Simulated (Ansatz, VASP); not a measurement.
## Fe in VASP and in Ansatz

```
Fe
1.0
     2.47921    0.00000    0.00000
    -1.23961    2.14706    0.00000
     0.00000    0.00000    2.38076
Fe
1
Cartesian
  0.0000 0.0000 0.0000
```

Alike in both runs: functional PBE; k mesh 27 × 27 × 24; occupations gaussian, width 0.1 eV; collinear spin.

Ansatz relaxed the structure, and its values are those at the end. VASP's run is a single point on that final structure, the one shown.

```csv
,VASP,Ansatz
version,VASP 6.6.1,Ansatz 0.2.0
potentials or method,"VASP PAW PBE potentials, release 64 (Fe_sv), cutoff 600 eV","scalar-relativistic, plane waves, PAW"
valence electrons in the cell,16,16
```

```tsv
	VASP	Ansatz	Ansatz less VASP
gap on the k mesh at the Fermi level (eV)	none	none	-
pressure (GPa)	-3.1	0.0	+3.14
net moment per atom (μB)	2.46	2.46	-0.002
size of the moment on the site where the two differ most (μB)	2.39	2.44	+0.047
```

Site moments also hang on the region over which each program counts them. A gap of «none» marks a metal or a gap that the smearing closes.
